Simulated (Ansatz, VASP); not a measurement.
## One calculation of BaTiO3, two programs

Contents of INCAR:

```
SYSTEM = BaTiO3
  PREC = Accurate
  ENCUT = 520
  EDIFF = 1E-6
  ISMEAR = 0
  SIGMA = 0.01
  LREAL = .False.
  LASPH = .True.
  NELM = 100
  ALGO = Normal
  ISIF = 2
  LWAVE = .False.
  LCHARG = .False.
  GGA = PE
  NBANDS = 28
```

The input KPOINTS:

```
regular mesh
0
Gamma
  6 6 6
  0 0 0
```

Contents of POSCAR:

```
BaTiO3
1.0
    3.9998000000      0.0000000000      0.0000000000
    0.0000000000      3.9998000000      0.0000000000
    0.0000000000      0.0000000000      4.0180000000
Ba Ti O
1 1 3
Direct
    0.0000000000      0.0000000000      0.0000000000
    0.5000000000      0.5000000000      0.4900000000
    0.5000000000      0.5000000000      0.0190000000
    0.5000000000      0.0000000000      0.5170000000
    0.0000000000      0.5000000000      0.5170000000
```

Input for Ansatz:

```yaml
crystal:
  lattice:
    - [3.9998, 0.0, 0.0]
    - [0.0, 3.9998, 0.0]
    - [0.0, 0.0, 4.018]
  atoms:
    - { symbol: Ba, position: [0.0, 0.0, 0.0] }
    - { symbol: Ti, position: [0.5, 0.5, 0.49] }
    - { symbol: O, position: [0.5, 0.5, 0.019] }
    - { symbol: O, position: [0.5, 0.0, 0.517] }
    - { symbol: O, position: [0.0, 0.5, 0.517] }
kpoints:
  mp_grid:
    grid: [6, 6, 6]
    shift: [0.0, 0.0, 0.0]
hamiltonian:
  xc: pbe
  hubbard:
    - { species: Ti, l: d, u_eff: 0.0 }
scf:
  convergence:
    dr2_threshold: 1.0e-10
  occupations:
    method: fixed
output:
  eigenvalues: true
```

Alike in both runs: task single point; functional PBE; k mesh 6 × 6 × 6; no spin polarisation.

|  | VASP | Ansatz |
| --- | --- | --- |
| version | VASP 6.6.1 | Ansatz 0.2.0 |
| potentials or method | VASP PAW PBE potentials, release 64 (Ba_sv, Ti_sv, O) | plane waves, PAW |
| plane-wave cutoff (eV) | 520 | 420 |
| occupations | gaussian, width 0.01 eV | fixed |
| valence electrons in the cell | 40 | 40 |

|  | VASP | Ansatz | Ansatz less VASP |
| --- | --- | --- | --- |
| gap on the k mesh at the Fermi level (eV) | 1.77 | 1.84 | +0.065 |

Spin-orbit coupling is off throughout.
